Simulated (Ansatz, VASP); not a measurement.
**Two plane-wave programs on Te**

```xyz
3
Lattice="4.5514 0.0000 0.0000 -2.2757 3.9416 0.0000 0.0000 0.0000 5.9316" Properties=species:S:1:pos:R:3 pbc="T T T"
Te    3.3366    0.0000    1.9772
Te   -1.6683    2.8896    3.9544
Te    0.6074    1.0520    0.0000
```

Alike in both runs: functional PBE; k mesh 6 × 6 × 4; occupations gaussian, width 0.1 eV; no spin polarisation.

Ansatz relaxed the structure, and its values are those at the end. VASP's run is a single point on that final structure, the one shown.

|  | VASP | Ansatz |
| --- | --- | --- |
| version | VASP 6.6.1 | Ansatz 0.2.0 |
| potentials or method | VASP PAW PBE potentials, release 64 (Te), cutoff 520 eV | scalar-relativistic, plane waves, PAW |
| valence electrons in the cell | 18 | 48 |

|  | VASP | Ansatz | Ansatz less VASP |
| --- | --- | --- | --- |
| gap on the k mesh at the Fermi level (eV) | 0.27 | 0.29 | +0.019 |
| least direct gap on the mesh (eV) | 0.27 | 0.29 | +0.019 |
| pressure (GPa) | -0.1 | -0.1 | 0.00 |
| rms of the force components (eV/Å) | 0.007 | 0.012 | +0.0054 |

VASP's potentials hold 18 valence electrons a cell and Ansatz's 48, so a difference there can come from the potentials and not from the codes.

Neither program's run includes spin-orbit coupling.
